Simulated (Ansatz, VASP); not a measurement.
Pb: VASP beside Ansatz

```
CELL_PARAMETERS angstrom
0.00000 3.43900 3.54217
3.43900 0.00000 3.54217
3.43900 3.43900 0.00000
ATOMIC_POSITIONS crystal
Pb 0.00000 0.00000 0.00000
Pb 0.25000 0.25000 0.25000
```

Change from the starting cell: zz strain of +3 %.

Alike in both runs: task single point; functional PBE; k mesh 8 × 8 × 8; occupations fermi-dirac, width 0.05 eV; no spin polarisation.

|  | VASP | Ansatz |
| --- | --- | --- |
| version | VASP 6.6.1 | Ansatz 0.2.0 |
| potentials or method | VASP PAW PBE potentials, release 64 (Pb_d), cutoff 520 eV | all-electron LAPW, scalar-relativistic |

```csv
,VASP,Ansatz,Ansatz less VASP
pressure (GPa),1.3,1.4,+0.05
"traceless stress, the component that is largest in VASP (GPa)",-0.17,-0.17,0.000
```

Ansatz ran all-electron here, and VASP with PAW potentials.

Neither program's run includes spin-orbit coupling.
